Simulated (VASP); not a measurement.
# MnO: relaxation of shape and atoms at fixed volume with PBE+D3(BJ)+U

MnO:

```
Mn O
1.0
     3.41427    0.00000    0.00000
    -1.70714    2.95685    0.00000
     0.00000    0.00000    5.32578
Mn O
2 2
Direct
  0.33333 0.66667 0.99851
  0.66667 0.33333 0.49851
  0.33333 0.66667 0.38792
  0.66667 0.33333 0.88792
```

```yaml
Program: VASP 6.6.1
Task: relaxation of shape and atoms at fixed volume
Functional: PBE
Dispersion: D3(BJ)
Potentials_or_basis: VASP PAW PBE potentials, release 64 (Mn_pv, O)
Cutoff: 600 eV
k_mesh: 8 × 8 × 4
Occupations: gaussian, width 0.05 eV
Spin: collinear spin, ferromagnetic start
Starting_moments: "[4.48, 4.48, 0.15, 0.15] μB"
Hubbard_terms: Mn d U = 3.9 eV
Dipole_correction: no
Further_INCAR_settings: ALGO = Normal; EDIFF = 1e-06; IBRION = 2; EDIFFG = -0.01; NSW = 60; ISIF = 4
```

The energy gained by relaxing is 31.4 meV/atom and the ionic steps are 18. The pressure after relaxing is -2.7 GPa. The band gap on the k mesh is zero (filled and empty bands overlap). The net moment is 10.00 μB per cell. The site moments are Mn +4.62; O +0.12 μB. The valence electrons inside the program's atomic spheres are Mn 11.33; O 5.00. The dispersion energy per atom is -0.251 eV.

Stress tensor (GPa, compression positive):
```
-2.72  0.00  0.00
 0.00 -2.72  0.00
 0.00  0.00 -2.62
```

The path:
| step | energy change (eV) | largest force (eV/Å) | pressure (GPa) | volume (Å³) |
| --- | --- | --- | --- | --- |
| 1 | 0.0000 | 0.0315 | 4.56 | 53.77 |
| 2 | -0.0005 | 0.0385 | 4.55 | 53.77 |
| 3 | -0.0018 | 0.0595 | 4.47 | 53.77 |
| 4 | -0.0031 | 0.1095 | 4.25 | 53.77 |
| 5 | -0.0033 | 0.1051 | 4.23 | 53.77 |
| 6 | -0.0040 | 0.0924 | 4.18 | 53.77 |
| 7 | -0.0052 | 0.0691 | 4.09 | 53.77 |
| 8 | -0.0070 | 0.0280 | 3.87 | 53.77 |
| 9 | -0.0091 | 0.0302 | 3.33 | 53.77 |
| 10 | -0.0130 | 0.0788 | 2.12 | 53.77 |
| 11 | -0.0534 | 0.0103 | -0.74 | 53.77 |
| 12 | 0.0882 | 1.1637 | 0.40 | 53.77 |
| 13 | -0.0649 | 0.0686 | -1.11 | 53.77 |
| 14 | -0.1237 | 0.0038 | -2.66 | 53.77 |
| 15 | -0.1168 | 0.1601 | -2.53 | 53.77 |
| 16 | -0.1245 | 0.0211 | -2.70 | 53.77 |
| 17 | -0.1243 | 0.0504 | -2.68 | 53.77 |
| 18 | -0.1255 | 0.0012 | -2.69 | 53.77 |

Final structure:
```
Mn O
1.0
     3.71410    0.00000    0.00000
    -1.85705    3.21650    0.00000
     0.00000    0.00000    4.50062
Mn O
2 2
Cartesian
  0.0000 2.1443 4.2450
  1.8570 1.0722 1.9947
  0.0000 2.1443 1.9948
  1.8570 1.0722 4.2451
```

Levels at points of the mesh, in eV from the Fermi level:
Spin up:
| k point | band 20 | band 21 | band 22 | band 23 | band 24 | band 25 | band 26 | band 27 | band 28 |
| --- | --- | --- | --- | --- | --- | --- | --- | --- | --- |
| (0.00, 0.00, 0.00) | -2.41 | -0.84 | -0.84 | -0.33 | -0.33 | -0.24 | 5.38 | 8.15 | 9.96 |
| (0.50, 0.00, 0.00) | -2.54 | -2.43 | -2.32 | -2.17 | -1.60 | 4.78 | 4.79 | 7.69 | 8.53 |
| (0.00, 0.00, 0.50) | -1.91 | -0.47 | -0.47 | -0.47 | -0.47 | 3.33 | 3.33 | 9.90 | 9.90 |
| (0.50, 0.00, 0.50) | -2.61 | -1.80 | -1.80 | -0.27 | -0.27 | 4.75 | 4.75 | 7.51 | 7.51 |
Spin down:
| k point | band 12 | band 13 | band 14 | band 15 | band 16 | band 17 |
| --- | --- | --- | --- | --- | --- | --- |
| (0.00, 0.00, 0.00) | -3.29 | -3.29 | -2.16 | 0.91 | 3.36 | 3.36 |
| (0.50, 0.00, 0.00) | -3.81 | -3.25 | -2.71 | 2.69 | 2.80 | 3.16 |
| (0.00, 0.00, 0.50) | -3.63 | -3.63 | -3.63 | 2.99 | 2.99 | 4.44 |
| (0.50, 0.00, 0.50) | -3.45 | -3.27 | -3.27 | 3.17 | 3.17 | 4.15 |

Eigenvalues of the final occupation matrices:
| site | spin | trace | eigenvalues |
| --- | --- | --- | --- |
| site 1 d | 1 | 4.75 | 0.94 0.94 0.95 0.95 0.97 |
| site 1 d | 2 | 0.20 | 0.02 0.02 0.04 0.04 0.07 |
| site 2 d | 1 | 4.75 | 0.94 0.94 0.95 0.95 0.97 |
| site 2 d | 2 | 0.20 | 0.02 0.02 0.04 0.04 0.07 |

Wall time 23 min on 1 thread of Intel(R) Xeon(R) Platinum 8375C CPU @ 2.90GHz (Ice Lake), on a shared host, peak memory 0.27 GiB.

Caveat: a cell axis changed by over 15 % at a fixed basis, so the end point is rough; the run started ferromagnetic, and an antiferromagnetic order may lie lower in energy. The state reached can hang on the start; a lower one may exist.
